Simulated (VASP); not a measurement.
# CoPtO2 (R-3m) in VASP: electric field gradients with r2SCAN

Aim: the electric field gradients of CoPtO2 with r2SCAN.

All numbers are computed with VASP 6.6.1; they aren't measurements. Logs are shortened: lines on timing, memory, paths and dates and some standing lists are left out, and cuts for length are marked.

### Step 1. The cell of the first run

It takes space group R-3m (No. 166, trigonal). Conventional cell: a = 2.825 Å, b = 2.825 Å, c = 17.818 Å, α = 90.00°, β = 90.00°, γ = 120.00°. Within 2.5 Å of Co (site symmetry -3m) lie 6 O at 1.90 Å. Pt (site symmetry -3m) has 2 O at 2.00 Å within 2.6 Å. Within 2.6 Å of O (site symmetry 3m) lie 3 Co at 1.90 Å and 1 Pt at 2.00 Å and 3 O at 2.53 Å.

### Step 2. Electric field gradients, r2SCAN

POSCAR

```
CoPtO2
1.0
    1.4122699173      0.8153744169      5.9393891094
   -1.4122699173      0.8153744169      5.9393891094
    0.0000000000     -1.6307488338      5.9393891094
Co Pt O
1 1 2
Direct
    0.5000000000      0.5000000000      0.5000000000
    0.0000000000      0.0000000000      0.0000000000
    0.8877559700      0.8877559700      0.8877559700
    0.1122440300      0.1122440300      0.1122440300
```

INCAR.step1

```
ALGO = Normal
EDIFF = 1E-4
ENCUT = 520
GGA = PE
ISMEAR = -1
LASPH = True
LCHARG = False
LREAL = False
LWAVE = True
NBANDS = 24
NELM = 100
PREC = Accurate
SIGMA = 0.05
```

INCAR.step2

```
ALGO = Normal
EDIFF = 1E-8
ENCUT = 520
ISIF = 2
ISMEAR = -1
ISTART = 1
LASPH = True
LCHARG = False
LEFG = True
LMIXTAU = True
LREAL = False
LWAVE = False
METAGGA = R2SCAN
NBANDS = 24
NELM = 100
PREC = Accurate
SIGMA = 0.05
```

KPOINTS

```
k-points
0
Gamma
  17 17 17
```

Potentials or basis: VASP PAW PBE potentials, release 64 (Co, Pt, O).

The run is started by

```sh
$ cat potpaw_PBE.64/Co/POTCAR potpaw_PBE.64/Pt/POTCAR potpaw_PBE.64/O/POTCAR > POTCAR
$ cp INCAR.step1 INCAR
$ mpirun -np 1 vasp_std > vasp.out
$ cp INCAR.step2 INCAR
$ mpirun -np 1 vasp_std > vasp.out
```

OUTCAR:

```text
EDIFF = 1E-8
   ENCUT = 520
   ISIF = 2
   ISMEAR = -1
   ISTART = 1
   LASPH = True
   LREAL = False
   METAGGA = R2SCAN
   NELM = 100
   PREC = Accurate

 ion  position               nearest neighbor table
   1  0.500  0.500  0.500-   4 1.90   3 1.90   4 1.90   4 1.90   3 1.90   3 1.90
   2  0.000  0.000  0.000-   3 2.00   4 2.00
   3  0.888  0.888  0.888-   1 1.90   1 1.90   1 1.90   2 2.00
   4  0.112  0.112  0.112-   1 1.90   1 1.90   1 1.90   2 2.00

  LATTYP: Found a trigonal (rhomboedric) cell.
 ALAT       =     6.1591951383
 COS(alpha) =     0.8948480128

  Lattice vectors:

 A1 = (   1.4122699173,   0.8153744169,   5.9393891094)
 A2 = (  -1.4122699173,   0.8153744169,   5.9393891094)
 A3 = (   0.0000000000,  -1.6307488338,   5.9393891094)

Analysis of symmetry for initial positions (statically):
=====================================================================
 Subroutine PRICEL returns:
 Original cell was already a primitive cell.

 Routine SETGRP: Setting up the symmetry group for a
 trigonal (rhombohedral) supercell.

 Subroutine GETGRP returns: Found 12 space group operations
 (whereof 12 operations were pure point group operations)
 out of a pool of 12 trial point group operations.

The static configuration has the point symmetry D_3d.

Analysis of symmetry for dynamics (positions and initial velocities):
=====================================================================
 Subroutine PRICEL returns:
 Original cell was already a primitive cell.

 Routine SETGRP: Setting up the symmetry group for a
 trigonal (rhombohedral) supercell.

 Subroutine GETGRP returns: Found 12 space group operations
 (whereof 12 operations were pure point group operations)
 out of a pool of 12 trial point group operations.

The dynamic configuration has the point symmetry D_3d.

 Subroutine INISYM returns: Found 12 space group operations
 (whereof 12 operations are pure point group operations),
 and found     1 'primitive' translations

----------------------------------------------------------------------------------------

                                     Primitive cell

  volume of cell :      41.0363

  direct lattice vectors                    reciprocal lattice vectors
     1.412269917  0.815374417  5.939389109     0.354039971  0.204405072  0.056122495
    -1.412269917  0.815374417  5.939389109    -0.354039971  0.204405072  0.056122495
     0.000000000 -1.630748834  5.939389109     0.000000000 -0.408810145  0.056122495

  length of vectors
     6.159195138  6.159195138  6.159195138     0.412644482  0.412644482  0.412644482

  position of ions in fractional coordinates (direct lattice)
     0.500000000  0.500000000  0.500000000
     0.000000000  0.000000000  0.000000000
     0.887755970  0.887755970  0.887755970
     0.112244030  0.112244030  0.112244030

  ion indices of the primitive-cell ions
   primitive index   ion index
                 1           1
                 2           2
                 3           3
                 4           4

----------------------------------------------------------------------------------------

 KPOINTS: k-points

Automatic generation of k-mesh.
 Grid dimensions read from file:
 generate k-points for:   17   17   17

 Generating k-lattice:

  Cartesian coordinates                     Fractional coordinates (reciprocal lattice)
     0.020825881  0.012023828  0.003301323     0.058823529 -0.000000000  0.000000000
    -0.020825881  0.012023828  0.003301323    -0.000000000  0.058823529  0.000000000
     0.000000000 -0.024047656  0.003301323     0.000000000  0.000000000  0.058823529

  Length of vectors
     0.024273205  0.024273205  0.024273205

  Shift w.r.t. Gamma in fractional coordinates (k-lattice)
     0.000000000  0.000000000  0.000000000

 Subroutine IBZKPT returns following result:
 ===========================================

 Found    489 irreducible k-points:

 Following reciprocal coordinates:
            Coordinates               Weight
  0.000000  0.000000  0.000000      1.000000
  0.058824  0.000000  0.000000      6.000000
  0.117647  0.000000  0.000000      6.000000
  0.176471  0.000000  0.000000      6.000000
  0.235294  0.000000  0.000000      6.000000
  0.294118  0.000000  0.000000      6.000000
[... 16 lines left out ...]
 -0.176471  0.058824  0.000000     12.000000
 -0.117647  0.058824 -0.000000     12.000000
 [... further k-points ...]
   k-points           NKPTS =    489   k-points in BZ     NKDIM =    489   number of bands    NBANDS=     24
   number of dos      NEDOS =    301   number of ions     NIONS =      4
   total plane-waves  NPLWV = 110592
   dimension x,y,z NGX =    48 NGY =   48 NGZ =   48
   dimension x,y,z NGXF=    96 NGYF=   96 NGZF=   96
   ions per type =               1   1   2
   NGX,Y,Z   is equivalent  to a cutoff of  12.96, 12.96, 12.96 a.u.
   NGXF,Y,Z  is equivalent  to a cutoff of  25.91, 25.91, 25.91 a.u.
 SYSTEM =  unknown system
   PREC   = accura    normal or accurate (medium, high low for compatibility)
   ISTART =      1    job   : 0-new  1-cont  2-samecut
   ICHARG =      0    charge: 1-file 2-atom 10-const
   ISPIN  =      1    spin polarized calculation?
   LNONCOLLINEAR =      F non collinear calculations
   LSORBIT =      F    spin-orbit coupling
   LASPH  =      T    aspherical Exc in radial PAW
   ENCUT  =  520.0 eV  38.22 Ry    6.18 a.u.  11.45 11.45 11.45*2*pi/ulx,y,z
   NELM   =    100;   NELMIN=  2; NELMDL=  0     # of ELM steps
   EDIFF  = 0.1E-07   stopping-criterion for ELM
   LREAL  =      F    real-space projection
   EDIFFG = 0.1E-06   stopping-criterion for IOM
   NSW    =      0    number of steps for IOM
   IBRION =     -1    ionic relax: 0-MD 1-quasi-New 2-CG
   NFREE  =      0    steps in history (QN), initial steepest desc. (CG)
   ISIF   =      2    stress and relaxation
   ISYM   =      2    0-nonsym 1-usesym 2-fastsym
   POTIM  = 0.5000    time-step for ionic-motion
   TEBEG  =    0.0;   TEEND  =   0.0 temperature during run
   PSTRESS=    0.0 pullay stress
   NELECT =      31.0000    total number of electrons
   NUPDOWN=      -1.0000    fix difference up-down
   EMIN   =  10.00;   EMAX   =-10.00  energy-range for DOS
   EFERMI =   0.00;   METHOD = LEGACY
   ISMEAR =    -1;   SIGMA  =   0.05  broadening in eV -4-tet -1-fermi 0-gaus
   EFERMI_NEDOS =   21; number of points for ismear=-14 and -15
   IALGO  =     38    algorithm
   IMIX   =      4    mixing-type and parameters
     AMIX     =   0.40;   BMIX     =  1.00
     AMIX_MAG =   1.60;   BMIX_MAG =  1.00
  volume/ion in A,a.u.               =      10.26        69.23
  Fermi-wavevector in a.u.,A,eV,Ry     =   1.490983  2.817550 30.246177  2.223031
  Thomas-Fermi vector in A             =   2.603696
   LORBIT       =      0    0 simple, 1 ext, 2 COOP (PROOUT), +10 PAW based schemes
   METAGGA = R2SCAN    functional components
   LHFCALC =     F    Hartree Fock is set to
   AEXX    =    0.0000 exact exchange contribution
   IVDW    =     0    specifies the selected vdW correction
   LEPSILON=     F    determine dielectric tensor
   LRPA    =     F    only Hartree local field effects (RPA)
 non-spin polarized calculation
  energy-cutoff  :      520.00
  volume of cell :       41.04
 maximum number of plane-waves:      1121
 NGX is ok and might be reduce to    48
   NGX = 23   NGY = 23   NGZ = 23

 number of electron      30.9999999 magnetization

 Free energy of the ion-electron system (eV)
  ---------------------------------------------------
  ext. energy  EPLUGINS =         0.00000000
  ---------------------------------------------------
  free energy    TOTEN  =       -80.95317845 eV

  energy without entropy =      -80.94687145  energy(sigma->0) =      -80.95002495

 E-fermi :   8.6645     XC(G=0): -13.5769

 val. band max:        8.6217674261   @ k =  -0.2941   0.3529   0.2941
 cond. band min:       8.7151099585   @ k =  -0.2353   0.1765   0.0588
 fundamental gap:      0.0933425324
 Fermi energy:         8.6644534150

 k-point     1 :       0.0000    0.0000    0.0000
  band No.  band energies     occupation
      1     -14.2391      2.00000
      2     -12.3502      2.00000
      3      -1.4028      2.00000
      4       1.2933      2.00000
      5       1.7648      2.00000
      6       1.7648      2.00000
[... 637 lines left out ...]
     23      24.4898      0.00000
     24      24.9744      0.00000

 [... further k-points ...]
[... 5 lines left out ...]
  --------------------------------------------------------------------------------------
  -------------------------------------------------------------------------------------
  Total        0.0313544      0.0313544      0.2844751     -0.0000000     -0.0000000      0.0000000
  in kB        1.2241673      1.2241673     11.1067525     -0.0000000     -0.0000000      0.0000000
  external PRESSURE =       4.5183624 kB  Pullay stress =       0.0000000 kB

 VOLUME and BASIS-vectors are now :
 -----------------------------------------------------------------------------
  energy-cutoff  :      520.00
  volume of cell :       41.04
      direct lattice vectors                 reciprocal lattice vectors
     1.412269917  0.815374417  5.939389109     0.354039971  0.204405072  0.056122495
    -1.412269917  0.815374417  5.939389109    -0.354039971  0.204405072  0.056122495
     0.000000000 -1.630748834  5.939389109     0.000000000 -0.408810145  0.056122495

 POSITION                                       TOTAL-FORCE (eV/Angst)
 -----------------------------------------------------------------------------------
      0.00000      0.00000      8.90908         0.000000      0.000000     -0.000000
      0.00000      0.00000      0.00000        -0.000000      0.000000      0.000000
      0.00000      0.00000     15.81818        -0.000000     -0.000000     -0.027042
      0.00000      0.00000      1.99998        -0.000000      0.000000      0.027042
 -----------------------------------------------------------------------------------
    total drift:                                0.000000      0.000000     -0.000000

  FREE ENERGIE OF THE ION-ELECTRON SYSTEM (eV)
  ---------------------------------------------------
  free  energy   TOTEN  =       -80.9531784460 eV

  energy  without entropy=      -80.9468714465  energy(sigma->0) =      -80.95002495

 Electric field gradients (V/A^2)
---------------------------------------------------------------------
 ion       V_xx      V_yy      V_zz      V_xy      V_xz      V_yz
---------------------------------------------------------------------
   1     -13.709   -13.709    27.419     0.000    -0.000    -0.000
   2      11.349    11.349   -22.699     0.000     0.000     0.000
   3     -23.796   -23.796    47.591    -0.000     0.000     0.000
   4     -23.796   -23.796    47.591     0.000     0.000     0.000
---------------------------------------------------------------------

 Electric field gradients after diagonalization (V/A^2)
 (convention: |V_zz| > |V_xx| > |V_yy|)
----------------------------------------------------------------------
 ion       V_xx      V_yy      V_zz     asymmetry (V_yy - V_xx)/ V_zz
----------------------------------------------------------------------
   1     -13.709   -13.709    27.419       0.000
   2      11.349    11.349   -22.699       0.000
   3     -23.796   -23.796    47.591       0.000
   4     -23.796   -23.796    47.591       0.000
----------------------------------------------------------------------

           NMR quadrupolar parameters

 Cq : quadrupolar parameter    Cq=e*Q*V_zz/h
 eta: asymmetry parameters     (V_yy - V_xx)/ V_zz
 Q  : nuclear electric quadrupole moment in mb (millibarn)
----------------------------------------------------------------------
 ion       Cq(MHz)       eta       Q (mb)
----------------------------------------------------------------------
   1       0.066       0.000       1.000
   2      -0.055       0.000       1.000
   3       0.115       0.000       1.000
   4       0.115       0.000       1.000
----------------------------------------------------------------------
```

Wall time 67 min (1 thread of Intel Xeon 6975P-C (Granite Rapids), shared host); peak memory 0.77 GiB.

Results:

| Property | Result |
| --- | --- |
| Free energy | -80.9532 eV |
| Pressure | 0.5 GPa |
| Largest force | 0.027 eV/Å |
| Band gap on the k mesh | zero (an odd number of electrons rules out a gap without spin polarisation) |
| Largest electric field gradient by atom | Co +27.4; Pt -22.7; O +47.6 V/Å² |

Forces in eV/Å, atoms in the order of the input:
```
Co   0.000  0.000  0.000
Pt   0.000  0.000  0.000
O    0.000  0.000 -0.027
O    0.000  0.000  0.027
```

Levels at points of the mesh, in eV from the Fermi level:
| k point | band 14 | band 15 | band 16 | band 17 | band 18 | band 19 |
| --- | --- | --- | --- | --- | --- | --- |
| (0.00, 0.00, 0.00) | -2.17 | -1.84 | -1.84 | 1.91 | 1.91 | 2.98 |

Electric field gradients, principal values (V/Å²):
| atom | least | middle | greatest (by size) |
| --- | --- | --- | --- |
| 1 Co | -13.709 | -13.709 | 27.419 |
| 2 Pt | 11.349 | 11.349 | -22.699 |
| 3 O | -23.796 | -23.796 | 47.591 |
| 4 O | -23.796 | -23.796 | 47.591 |

Caveat: without QUAD_EFG the Cq values of the log hold for a quadrupole moment of 1 mb, not for the nuclei; the PAW data sets were made with another functional, which shifts forces and pressure a little; spin-orbit coupling is left out, which moves the levels of the heavy elements; an odd number of electrons without spin polarisation forces a metal; a magnetic or distorted state may lie lower; the run has no spin polarisation, though such a crystal can be magnetic; semilocal functionals often make such compounds metallic where correlation or magnetic order opens a gap, which also shifts bond lengths. Spin polarisation is off, so any magnetic state and its effect on volume and gap are missing.
